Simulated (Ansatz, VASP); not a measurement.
# BaHfO3 in VASP and in Ansatz

The input INCAR:

```
ALGO = Normal ; EDIFF = 1E-7
ENCUT = 520 ; GGA = PE
ISIF = 2 ; ISMEAR = 0
LASPH = True ; LCHARG = False
LREAL = False ; LWAVE = False
NBANDS = 27 ; NELM = 100
PREC = Accurate ; SIGMA = 0.01
```

The input KPOINTS:

```
k-points
0
Gamma
  4 4 4
```

The input POSCAR:

```
BaHfO3
1.0
    4.1695700000      0.0000000000      0.0000000000
    0.0000000000      4.1695700000      0.0000000000
    0.0000000000      0.0000000000      4.1703800000
Ba Hf O
1 1 3
Direct
    0.4808806532      0.5130022841      1.0147789882
   -0.0207950676      0.0139641890      0.5154218386
   -0.0190713510      0.5128623334      0.5156899366
    0.4791454838      0.0140754734      0.5150565102
   -0.0203657339      0.0139747530      1.0140990991
```

Input for Ansatz:

```yaml
crystal:
  lattice:
    - [4.16957, 0.0, 0.0]
    - [0.0, 4.16957, 0.0]
    - [0.0, 0.0, 4.17038]
  atoms:
    - { symbol: Ba, position: [0.480880653211424, 0.5130022841477015, 1.0147789881580938] }
    - { symbol: Hf, position: [-0.020795067562899217, 0.01396418901241946, 0.51542183861343] }
    - { symbol: O, position: [-0.019071350950727473, 0.5128623333554853, 0.5156899366227123] }
    - { symbol: O, position: [0.4791454838465765, 0.014075473355477205, 0.515056510239965] }
    - { symbol: O, position: [-0.020365733926104967, 0.0139747529951408, 1.014099099078505] }
basis:
  ecutwfc: 489.804952427784
kpoints:
  mp_grid:
    grid: [4, 4, 4]
hamiltonian:
  xc: pbe
  pseudopotentials:
    kind: paw
scf:
  occupations:
    method: fixed
output:
  forces: true
```

Alike in both runs: task single point; functional PBE; k mesh 4 × 4 × 4; no spin polarisation.

```csv
,VASP,Ansatz
version,VASP 6.6.1,Ansatz 0.2.0
potentials or method,"VASP PAW PBE potentials, release 64 (Ba_sv, Hf_pv, O), cutoff 520 eV","plane waves, PAW"
occupations,"gaussian, width 0.01 eV",fixed
valence electrons in the cell,38,54
```

```tsv
	VASP	Ansatz	Ansatz less VASP
rms of the force components (eV/Å)	0.034	0.035	+0.0004
```

Atom by atom the forces differ by 0.002 eV/Å (rms over components). VASP's potentials hold 38 valence electrons a cell and Ansatz's 54, so a difference there can come from the potentials and not from the codes.

Spin-orbit coupling is off throughout.
